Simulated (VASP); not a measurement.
YSi11O24 (a cell with a defect), 36 atoms in the cell. The cell holds a defect, 36 atoms: a = 7.454 Å, b = 7.454 Å, c = 10.042 Å, α = 70.32°, β = 70.32°, γ = 71.37°. 

- Program: VASP 6.6.1
- Task: single point
- Functional: PBE
- Potentials or basis: VASP PAW PBE potentials, release 64 (Si, O, Y_sv)
- Cutoff: 520 eV
- k mesh: 1 × 1 × 1, shifted
- Occupations: fermi-dirac, width 0.01 eV
- Spin: no spin polarisation
- Dipole correction: no
- Charge: -1
- Further INCAR settings: LREAL = Auto; ALGO = Normal; EDIFF = 1e-06; NBANDS = 124; NELECT = 200.0

Potentials or basis: VASP PAW PBE potentials, release 64 (Si, O, Y_sv).

Launch:

```sh
$ cat potpaw_PBE.64/Si/POTCAR potpaw_PBE.64/O/POTCAR potpaw_PBE.64/Y_sv/POTCAR > POTCAR
$ mpirun -np 1 vasp_std > vasp.out
```

Hardware: 1 thread of Intel Xeon 8259CL, on a shared host.

Q: Estimate the wall time of this run.

A: It took 6.9 min on 1 thread of Intel Xeon 8259CL, on a shared host, peak memory 0.55 GiB. Counts: scf iterations 16, k points 1.
